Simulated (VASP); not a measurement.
Wanted: the native input for a VASP 6.6.1 run.

```yaml
Task: single point
Functional: PBE
Potentials_or_basis: VASP PAW PBE potentials, release 64 (C)
Cutoff: 520 eV
k_mesh: 12 × 12 × 12
Occupations: gaussian, width 0.05 eV
Spin: no spin polarisation
Dipole_correction: no
Further_INCAR_settings: ALGO = Normal; EDIFF = 1e-06; NBANDS = 11
```

The structure of C lies in POSCAR:

```
C
1.0
    0.0000000000      1.6964506556      1.7857375322
    1.6964506556      0.0000000000      1.7857375322
    1.6964506556      1.6964506556      0.0000000000
C
2
Direct
    0.5000000000      0.5000000000      0.5000000000
    0.7500000000      0.7500000000      0.7500000000
```

This cell differs from its parent crystal: strain -0.050 along x and y, +0.000 along z.

The input as run:

INCAR

```
ALGO     = Normal         # electronic algorithm
EDIFF    = 1E-6           # SCF threshold, eV
ENCUT    = 520            # plane-wave cutoff, eV
GGA      = PE             # functional
ISIF     = 2              # what is computed and relaxed
ISMEAR   = 0              # smearing method
LASPH    = T              # aspherical terms in the spheres
LCHARG   = F              # write CHGCAR
LREAL    = F              # projectors in reciprocal space
LWAVE    = F              # write WAVECAR
NBANDS   = 11             # bands
NELM     = 100            # most SCF steps
PREC     = Accurate       # precision mode
SIGMA    = 0.05           # smearing width, eV
```

KPOINTS

```
k-points
0
Gamma
  12 12 12
```

Potentials or basis: VASP PAW PBE potentials, release 64 (C).

Launch:

```bash
$ cat potpaw_PBE.64/C/POTCAR > POTCAR
$ mpirun -np 1 vasp_std > vasp.out
```

It gave:

```json
{
 "Pressure": "54.8 GPa",
 "Band gap on the k mesh": "3.69 eV, indirect (least direct gap 5.38 eV)"
}
```

Caveat: the cell differs from its parent crystal (strain -0.050 along x and y, +0.000 along z).

Run time: 5.5 s on 1 thread of Intel(R) Xeon(R) 6975P-C (Granite Rapids), with other jobs on the host, peak memory 0.12 GiB.
